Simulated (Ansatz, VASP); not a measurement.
Two plane-wave programs on Zr2O

INCAR

```
SYSTEM = Zr2O
ALGO = Normal
EDIFF = 1E-6
ENCUT = 520
GGA = PS
ISIF = 2
ISMEAR = 0
LASPH = .True.
LCHARG = .True.
LELF = .True.
LREAL = .False.
LVHAR = .True.
LWAVE = .False.
NBANDS = 39
NELM = 60
PREC = Accurate
SIGMA = 0.15
```

The input KPOINTS:

```
k-points
0
Gamma
  12 12 12
  0 0 0
```

The input POSCAR:

```
Zr2O
1.0
    4.6501798390      0.0000000000      0.0000000000
    0.0000000000      4.6501798390      0.0000000000
    0.0000000000      0.0000000000      5.1151978229
Zr O
4 2
Direct
    0.2500000000      0.2500000000      0.7500000000
    0.7500000000      0.2500000000      0.2500000000
    0.2500000000      0.7500000000      0.2500000000
    0.7500000000      0.7500000000      0.7500000000
    0.0000000000      0.0000000000      0.0000000000
    0.5000000000      0.5000000000      0.5000000000
```

Input for Ansatz:

```yaml
crystal:
  lattice:
    - [4.650179839, 0.0, 0.0]
    - [0.0, 4.650179839, 0.0]
    - [0.0, 0.0, 5.1151978229]
  atoms:
    - { symbol: Zr, position: [0.25, 0.25, 0.75] }
    - { symbol: Zr, position: [0.75, 0.25, 0.25] }
    - { symbol: Zr, position: [0.25, 0.75, 0.25] }
    - { symbol: Zr, position: [0.75, 0.75, 0.75] }
    - { symbol: O, position: [0.0, 0.0, 0.0] }
    - { symbol: O, position: [0.5, 0.5, 0.5] }
basis:
  ecutwfc: 420
kpoints:
  mp_grid: { grid: [12, 12, 12] }
hamiltonian:
  xc: pbesol
scf:
  occupations: { method: gaussian, width: 0.15 }
output:
  forces: true
  stress: true
  eigenvalues: true
```

Alike in both runs: task single point; functional PBEsol; k mesh 12 × 12 × 12; occupations gaussian, width 0.15 eV; no spin polarisation.

|  | VASP | Ansatz |
| --- | --- | --- |
| version | VASP 6.6.1 | Ansatz 0.2.0 |
| potentials or method | VASP PAW PBE potentials, release 64 (Zr_sv, O), cutoff 520 eV | scalar-relativistic, plane waves, PAW |
| valence electrons in the cell | 60 | 60 |

Ansatz gave:

```
gap on the k mesh at the Fermi level (eV)                     : none
pressure (GPa)                                                : -0.5
traceless stress, the component that is largest in VASP (GPa) : -4.09
```

Task: What did VASP give for the same quantities?

Result: gap on the k mesh at the Fermi level (eV): none; pressure (GPa): -0.2; traceless stress, the component that is largest in VASP (GPa): -4.05.

VASP's potentials were made for PBE, not for PBEsol. A gap of «none» marks a metal or a gap that the smearing closes.
